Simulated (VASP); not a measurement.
Runs of VASP 6.6.1 on NaH. The structure is that of space group Pm-3m (No. 221), or close to it. The cells are those of the table. 

```tsv
cell	gap on the mesh (eV)	pressure (GPa)
a = 2.955 Å, 2 atoms	1.03	(a)
a = 3.013 Å, 2 atoms	1.03	-1.1
a = 2.994 Å, 2 atoms	1.03	-0.7
a = 2.975 Å, 2 atoms	1.03	(b)
a = 2.915 Å, 2 atoms	1.03	1.3
```

Alike in all rows: task single point; level PBE; potentials or basis VASP PAW PBE potentials, release 64 (Na_pv, H); no spin polarisation; k mesh 6 × 6 × 6; cutoff (eV) 520; smearing gaussian 0.01 eV.

Task: Estimate the missing entries.

Result: (a) 0.2; (b) -0.3.

A k mesh can miss the band edges.
